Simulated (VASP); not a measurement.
**Hf: single point with r2SCAN**

Hf:

```
Hf
1.0
    -1.61509    1.61509    1.61509
     1.61509   -1.61509    1.61509
     1.61509    1.61509   -1.61509
Hf
1
Direct
  0.00000 0.00000 0.00000
```

This cell differs from its parent crystal: volume scaled by 0.760.

```
Program                : VASP 6.6.1
Task                   : single point
Functional             : r2SCAN
Potentials or basis    : VASP PAW PBE potentials, release 64 (Hf_pv)
Cutoff                 : 520 eV
k mesh                 : 20 × 20 × 20
Occupations            : gaussian, width 0.05 eV
Spin                   : no spin polarisation
Dipole correction      : no
Further INCAR settings : ALGO = Normal; EDIFF = 1e-07; NBANDS = 11
```

```yaml
Pressure: 42.3 GPa
Band_gap_on_the_k_mesh: zero (band 5 reaches 8.47 eV, above the bottom of band 6 at 5.65 eV)
```

Levels at points of the mesh, in eV from the Fermi level:
```
           k point  band 3  band 4  band 5  band 6  band 7  band 8
(0.00, 0.00, 0.00)  -29.81   -8.16    1.92    1.92    1.92    5.64
(0.50, 0.00, 0.00)  -29.84   -4.52   -1.07    2.50    5.78    7.07
(0.50, 0.50, 0.50)  -31.18   -4.27   -4.27    9.46    9.46    9.46
```

Wall time 2.1 min on 1 thread of Intel(R) Xeon(R) Platinum 8259CL CPU @ 2.50GHz (Skylake/Cascade Lake) (shared host), peak memory 0.18 GiB.

Caveat: the PAW data sets were made with another functional, which shifts forces and pressure a little; spin-orbit coupling is left out, which moves the levels of the heavy elements.
